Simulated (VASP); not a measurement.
# Sc (P4/nmm) in VASP: single point with LDA

Aim: the single point of Sc with LDA.

All numbers are computed with VASP 6.6.1; they aren't measurements. Logs are shortened: lines on timing, memory, paths and dates and some standing lists are left out, and cuts for length are marked.

### 1 The cell of the first run

The structure is tetragonal, space group P4/nmm (No. 129). Conventional cell: a = 3.628 Å, b = 3.628 Å, c = 5.172 Å, α = 90.00°, β = 90.00°, γ = 90.00°. Within 4.4 Å of Sc (site symmetry 4mm) lie 12 Sc at 3.33 to 3.98 Å.

### 2 Single point, LDA

File INCAR:

```
  ALGO = Normal
  EDIFF = 1E-6
  ENCUT = 520
  ISIF = 2
  ISMEAR = 1
  LASPH = True
  LCHARG = False
  LREAL = False
  LWAVE = False
  NBANDS = 18
  NELM = 100
  PREC = Accurate
  SIGMA = 0.1
```

File KPOINTS:

```
k-points
0
Gamma
  5 5 4
```

File POSCAR:

```
Sc
1.0
    3.6275200000      0.0000000000      0.0000000000
    0.0000000000      3.6275200000      0.0000000000
    0.0000000000      0.0000000000      5.1721960000
Sc
2
Direct
    0.5000000000      0.0000000000      0.7058540000
    0.0000000000      0.5000000000      0.2941460000
```

Potentials or basis: VASP PAW LDA potentials, release 64 (Sc_sv).

Started as:

```sh
$ cat potpaw_LDA.64/Sc_sv/POTCAR > POTCAR
$ mpirun -np 1 vasp_std > vasp.out
```

OUTCAR:

```text
EDIFF = 1E-6
   ENCUT = 520
   ISIF = 2
   ISMEAR = 1
   LASPH = True
   LREAL = False
   NELM = 100
   PREC = Accurate

 ion  position               nearest neighbor table
   1  0.500  0.000  0.706-   2 3.33   2 3.33   2 3.33   2 3.33
   2  0.000  0.500  0.294-   1 3.33   1 3.33   1 3.33   1 3.33

  LATTYP: Found a simple tetragonal cell.
 ALAT       =     3.6275200000
 C/A-ratio  =     1.4258214979

  Lattice vectors:

 A1 = (   3.6275200000,   0.0000000000,   0.0000000000)
 A2 = (   0.0000000000,   3.6275200000,   0.0000000000)
 A3 = (   0.0000000000,   0.0000000000,   5.1721960000)

Analysis of symmetry for initial positions (statically):
=====================================================================
 Subroutine PRICEL returns:
 Original cell was already a primitive cell.

 Routine SETGRP: Setting up the symmetry group for a
 simple tetragonal supercell.

 Subroutine GETGRP returns: Found 16 space group operations
 (whereof  8 operations were pure point group operations)
 out of a pool of 16 trial point group operations.

The static configuration has the point symmetry D_2d.
 The point group associated with its full space group is D_4h.

Analysis of symmetry for dynamics (positions and initial velocities):
=====================================================================
 Subroutine PRICEL returns:
 Original cell was already a primitive cell.

 Routine SETGRP: Setting up the symmetry group for a
 simple tetragonal supercell.

 Subroutine GETGRP returns: Found 16 space group operations
 (whereof  8 operations were pure point group operations)
 out of a pool of 16 trial point group operations.

The dynamic configuration has the point symmetry D_2d.
 The point group associated with its full space group is D_4h.

 Subroutine INISYM returns: Found 16 space group operations
 (whereof  8 operations are pure point group operations),
 and found     1 'primitive' translations

----------------------------------------------------------------------------------------

                                     Primitive cell

  volume of cell :      68.0604

  direct lattice vectors                    reciprocal lattice vectors
     3.627520000  0.000000000  0.000000000     0.275670430  0.000000000  0.000000000
     0.000000000  3.627520000  0.000000000     0.000000000  0.275670430  0.000000000
     0.000000000  0.000000000  5.172196000     0.000000000  0.000000000  0.193341474

  length of vectors
     3.627520000  3.627520000  5.172196000     0.275670430  0.275670430  0.193341474
[... 73 lines left out ...]
   NELM   =    100;   NELMIN=  2; NELMDL= -5     # of ELM steps
   EDIFF  = 0.1E-05   stopping-criterion for ELM
   LREAL  =      F    real-space projection
   EDIFFG = 0.1E-04   stopping-criterion for IOM
   NSW    =      0    number of steps for IOM
   IBRION =     -1    ionic relax: 0-MD 1-quasi-New 2-CG
   NFREE  =      0    steps in history (QN), initial steepest desc. (CG)
   ISIF   =      2    stress and relaxation
   ISYM   =      2    0-nonsym 1-usesym 2-fastsym
   POTIM  = 0.5000    time-step for ionic-motion
   TEBEG  =    0.0;   TEEND  =   0.0 temperature during run
   PSTRESS=    0.0 pullay stress
   NELECT =      22.0000    total number of electrons
   NUPDOWN=      -1.0000    fix difference up-down
   EMIN   =  10.00;   EMAX   =-10.00  energy-range for DOS
   EFERMI =   0.00;   METHOD = LEGACY
   ISMEAR =     1;   SIGMA  =   0.10  broadening in eV -4-tet -1-fermi 0-gaus
   EFERMI_NEDOS =   21; number of points for ismear=-14 and -15
   IALGO  =     38    algorithm
   IMIX   =      4    mixing-type and parameters
     AMIX     =   0.40;   BMIX     =  1.00
     AMIX_MAG =   1.60;   BMIX_MAG =  1.00
  volume/ion in A,a.u.               =      34.03       229.65
  Fermi-wavevector in a.u.,A,eV,Ry     =   1.123529  2.123161 17.174863  1.262317
  Thomas-Fermi vector in A             =   2.260195
   LORBIT       =      0    0 simple, 1 ext, 2 COOP (PROOUT), +10 PAW based schemes
   GGA     = CA    functional components
   LHFCALC =     F    Hartree Fock is set to
   AEXX    =    0.0000 exact exchange contribution
   IVDW    =     0    specifies the selected vdW correction
   LEPSILON=     F    determine dielectric tensor
   LRPA    =     F    only Hartree local field effects (RPA)
 non-spin polarized calculation
 Methfessel and Paxton  Order N= 1 SIGMA  =   0.10
  energy-cutoff  :      520.00
  volume of cell :       68.06
 maximum number of plane-waves:      1875
 NGX is ok and might be reduce to    28
   NGX = 13   NGY = 13   NGZ = 19

 number of electron      21.9999997 magnetization

 Free energy of the ion-electron system (eV)
  ---------------------------------------------------
  ext. energy  EPLUGINS =         0.00000000
  ---------------------------------------------------
  free energy    TOTEN  =       -12.16383652 eV

  energy without entropy =      -12.15945640  energy(sigma->0) =      -12.16237648

 E-fermi :   1.7917     XC(G=0):  -8.8390

 val. band max:        1.7864948153   @ k =   0.2000   0.0000   0.5000
 cond. band min:       1.8099029773   @ k =   0.4000   0.2000   0.0000
 fundamental gap:      0.0234081620
 Fermi energy:         1.7917113687

 k-point     1 :       0.0000    0.0000    0.0000
  band No.  band energies     occupation
      1     -47.6817      2.00000
      2     -47.6487      2.00000
      3     -26.7101      2.00000
      4     -26.5831      2.00000
      5     -26.5831      2.00000
      6     -26.5698      2.00000
[... 355 lines left out ...]
      5     -26.6363      2.00000
      6     -26.6066      2.00000
[... 10 lines left out ...]
     17       4.2240      0.00000
     18       4.5429      0.00000

------------------------ aborting loop because EDIFF is reached ----------------------------------------

  FORCE on cell =-STRESS in cart. coord.  units (eV):
  Direction    XX          YY          ZZ          XY          YZ          ZX
  --------------------------------------------------------------------------------------
  -------------------------------------------------------------------------------------
  Total       -4.6442271     -4.6442271     -4.2807399      0.0000000      0.0000000     -0.0000000
  in kB     -109.3275028   -109.3275028   -100.7708253      0.0000000      0.0000000     -0.0000000
  external PRESSURE =    -106.4752770 kB  Pullay stress =       0.0000000 kB

 VOLUME and BASIS-vectors are now :
 -----------------------------------------------------------------------------
  energy-cutoff  :      520.00
  volume of cell :       68.06
      direct lattice vectors                 reciprocal lattice vectors
     3.627520000  0.000000000  0.000000000     0.275670430  0.000000000  0.000000000
     0.000000000  3.627520000  0.000000000     0.000000000  0.275670430  0.000000000
     0.000000000  0.000000000  5.172196000     0.000000000  0.000000000  0.193341474

 POSITION                                       TOTAL-FORCE (eV/Angst)
 -----------------------------------------------------------------------------------
      1.81376      0.00000      3.65082         0.000000      0.000000      0.091875
      0.00000      1.81376      1.52138        -0.000000      0.000000     -0.091875
 -----------------------------------------------------------------------------------
    total drift:                                0.000000      0.000000      0.000000

  FREE ENERGIE OF THE ION-ELECTRON SYSTEM (eV)
  ---------------------------------------------------
  free  energy   TOTEN  =       -12.1638365166 eV

  energy  without entropy=      -12.1594564017  energy(sigma->0) =      -12.16237648
```

Run time: 18 s. Hardware: 1 thread of AMD EPYC 7R13 (Zen 3), shared host; peak memory 0.12 GiB.

What came out:

```yaml
Free_energy: -12.1638 eV
Pressure: -10.6 GPa
Largest_force: 0.092 eV/Å
Band_gap_on_the_k_mesh: zero (bands 11 and 12 overlap by 0.18 eV)
```

Forces in eV/Å, atoms in the order of the input:
```
Sc   0.000  0.000  0.092
Sc   0.000  0.000 -0.092
```

Stress tensor (GPa, compression positive):
```
-10.93   0.00   0.00
  0.00 -10.93   0.00
  0.00   0.00 -10.08
```

Caveat: the cell stands under tension.
